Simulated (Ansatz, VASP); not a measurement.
## Ru: VASP beside Ansatz

```
Ru
1.0
    -1.50203    1.50203    1.50203
     1.50203   -1.50203    1.50203
     1.50203    1.50203   -1.50203
Ru
1
Cartesian
  0.0000 0.0000 0.0000
```

Alike in both runs: task relaxation of cell and atoms; functional BLYP; k mesh 15 × 15 × 15; occupations fermi-dirac, width 0.1 eV; no spin polarisation.

|  | VASP | Ansatz |
| --- | --- | --- |
| version | VASP 6.6.1 | Ansatz 0.2.0 |
| potentials or method | VASP PAW PBE potentials, release 64 (Ru_pv), cutoff 600 eV | plane waves (420 eV) with PAW, scalar-relativistic |
| valence electrons in the cell | 14 | 16 |

|  | VASP | Ansatz | Ansatz less VASP |
| --- | --- | --- | --- |
| relaxed volume (Å³/atom) | 14.99 | 14.96 | -0.027 |
| relaxed cell length with the largest relative difference (Å) | 2.690 | 2.689 | -0.0016 |

VASP's potentials were made for PBE, not for BLYP. VASP's potentials hold 14 valence electrons a cell and Ansatz's 16, so a difference there can come from the potentials and not from the codes.
